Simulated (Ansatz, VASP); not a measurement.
**One calculation of WSe2, two programs**

The input INCAR:

```
PREC     = Accurate       # precision mode
ENCUT    = 520            # plane-wave cutoff, eV
EDIFF    = 1E-7           # SCF threshold, eV
ISMEAR   = 0              # smearing method
SIGMA    = 0.05           # smearing width, eV
LREAL    = False          # projectors in reciprocal space
LASPH    = True           # aspherical terms in the spheres
NELM     = 80             # most SCF steps
ALGO     = Normal         # electronic algorithm
ISIF     = 2              # what is computed and relaxed
LWAVE    = False          # write WAVECAR
LCHARG   = True           # write CHGCAR
GGA      = PE             # functional
IVDW     = 12             # dispersion correction
LELF     = True           # ELF
LVHAR    = True         
NBANDS   = 35             # bands
```

KPOINTS

```
Automatic mesh
0
Gamma
  9 9 2
```

POSCAR

```
WSe2
1.0
   -3.2789854852      0.0000000000      0.0000000000
   -1.6394927426     -2.8396847288      0.0000000000
   -0.9563707665     -0.7099211822     14.0112373504
W Se
2 4
Direct
   -0.1250000000     -0.1875000000      0.7500000000
   -0.0416666667     -0.0625000000      0.2500000000
    0.1882872623      0.1157642268      0.8702764262
    0.2716205956      0.2407642268      0.3702764262
    0.3117127377      0.3009024399      0.1297235738
    0.2283794044      0.1759024399      0.6297235738
```

Input for Ansatz:

```yaml
crystal:
  lattice:
    - [-3.2789854852, 0.0, 0.0]
    - [-1.6394927426, -2.8396847288, 0.0]
    - [-0.9563707665, -0.7099211822, 14.0112373504]
  atoms:
    - { symbol: W, position: [-0.125, -0.1875, 0.75] }
    - { symbol: W, position: [-0.0416666667, -0.0625, 0.25] }
    - { symbol: Se, position: [0.1882872623, 0.1157642268, 0.8702764262] }
    - { symbol: Se, position: [0.2716205956, 0.2407642268, 0.3702764262] }
    - { symbol: Se, position: [0.3117127377, 0.3009024399, 0.1297235738] }
    - { symbol: Se, position: [0.2283794044, 0.1759024399, 0.6297235738] }
basis:
  ecutwfc: 420
kpoints:
  mp_grid: { grid: [9, 9, 2] }
hamiltonian:
  xc: pbe
  pseudopotentials: { kind: paw, azcp: { folder: soft_1 } }
  dispersion: d3bj
scf:
  occupations: { method: gaussian, width: 0.05 }
output:
  forces: true
  stress: true
  eigenvalues: true
```

Alike in both runs: task single point; functional PBE; dispersion D3(BJ); k mesh 9 × 9 × 2; occupations gaussian, width 0.05 eV; no spin polarisation.

|  | VASP | Ansatz |
| --- | --- | --- |
| version | VASP 6.6.1 | Ansatz 0.2.0 |
| potentials or method | VASP PAW PBE potentials, release 64 (W_sv, Se), cutoff 520 eV | scalar-relativistic, plane waves, PAW |
| valence electrons in the cell | 52 | 92 |

|  | VASP | Ansatz | Ansatz less VASP |
| --- | --- | --- | --- |
| gap on the k mesh at the Fermi level (eV) | 1.36 | 1.37 | +0.004 |
| least direct gap on the mesh (eV) | 1.65 | 1.65 | +0.004 |
| pressure (GPa) | 0.1 | -0.2 | -0.30 |
| traceless stress, the component that is largest in VASP (GPa) | -0.32 | -0.41 | -0.084 |
| rms of the force components (eV/Å) | 0.050 | 0.032 | -0.0178 |

Atom by atom the forces differ by 0.023 eV/Å (rms over components). VASP's potentials hold 52 valence electrons a cell and Ansatz's 92, so a difference there can come from the potentials and not from the codes.

Spin-orbit coupling is off throughout.
